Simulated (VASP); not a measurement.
Wanted: the native input for a VASP 6.6.1 run.

```yaml
Task: single point
Functional: PBEsol
Potentials_or_basis: VASP PAW PBE potentials, release 64 (Ge_d)
Cutoff: 520 eV
k_mesh: 10 × 10 × 10
Occupations: fermi-dirac, width 0.05 eV
Spin: no spin polarisation
Dipole_correction: no
Further_INCAR_settings: ALGO = Normal; EDIFF = 1e-06; NBANDS = 21
```

The structure of Ge lies in POSCAR:

```
Ge
1.0
   -2.5745000000      2.5745000000      1.3974000000
    2.5745000000     -2.5745000000      1.3974000000
    2.5745000000      2.5745000000     -1.3974000000
Ge
2
Direct
    0.2500000000      0.7500000000      0.5000000000
    0.5000000000      0.5000000000      0.0000000000
```

One way to write it, as run:

INCAR

```
ALGO = Normal
EDIFF = 1E-6
ENCUT = 520
GGA = PS
ISIF = 2
ISMEAR = -1
LASPH = T
LCHARG = F
LREAL = F
LWAVE = F
NBANDS = 21
NELM = 80
PREC = Accurate
SIGMA = 0.05
```

KPOINTS

```
k-points
0
Gamma
  10 10 10
```

Potentials or basis: VASP PAW PBE potentials, release 64 (Ge_d).

Launch:

```console
$ cat potpaw_PBE.64/Ge_d/POTCAR > POTCAR
$ mpirun -np 1 vasp_std > vasp.out
```

Results of the run:

* Pressure: -0.8 GPa
* Band gap on the k mesh: zero (bands 14 and 15 overlap by 4.71 eV)

Caveat: the PAW data sets were made with another functional, which shifts forces and pressure a little.

Wall time 110 s on 1 thread of Intel Xeon 8259CL, with other jobs on the host, peak memory 0.21 GiB.
